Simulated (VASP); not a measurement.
A run of VASP 6.6.1:

Contents of INCAR:

```
SYSTEM = ZnCd2N2
ALGO = Normal ; EDIFF = 1E-6
ENCUT = 520 ; GGA = PE
ISIF = 2 ; ISMEAR = -1
IVDW = 12 ; LASPH = .TRUE.
LCHARG = .FALSE. ; LREAL = .FALSE.
LWAVE = .FALSE. ; NBANDS = 31
NELM = 80 ; PREC = Accurate
SIGMA = 0.05
```

File KPOINTS:

```
k-points
0
G
  6 6 3
  0 0 0
```

Contents of POSCAR:

```
ZnCd2N2
1.0
    3.4836354486     -2.0195837320      0.0000000000
    3.4836354486      2.0195837320      0.0000000000
   -2.3300690696      0.0000000000      6.6904575812
Zn Cd N
1 2 2
Direct
    0.5000000000      0.5000000000      0.5000000000
    0.2750600000      0.2750600000      0.8274200000
    0.7249400000      0.7249400000      0.1725800000
    0.4051300000      0.4051300000      0.2156900000
    0.5948700000      0.5948700000      0.7843100000
```

Potentials or basis: VASP PAW PBE potentials, release 64 (Zn, Cd, N).

Launch:

```sh
$ cat potpaw_PBE.64/Zn/POTCAR potpaw_PBE.64/Cd/POTCAR potpaw_PBE.64/N/POTCAR > POTCAR
$ mpirun -np 1 vasp_std > vasp.out
```

Hardware: 1 thread of Intel(R) Xeon(R) Platinum 8259CL CPU @ 2.50GHz (Skylake/Cascade Lake) (shared host).

Task: Estimate the wall time of this run.

Result: Run time: 2.4 min on 1 thread of Intel(R) Xeon(R) Platinum 8259CL CPU @ 2.50GHz (Skylake/Cascade Lake), with other jobs on the host, peak memory 0.27 GiB. Counts: scf iterations 14, k points 34.
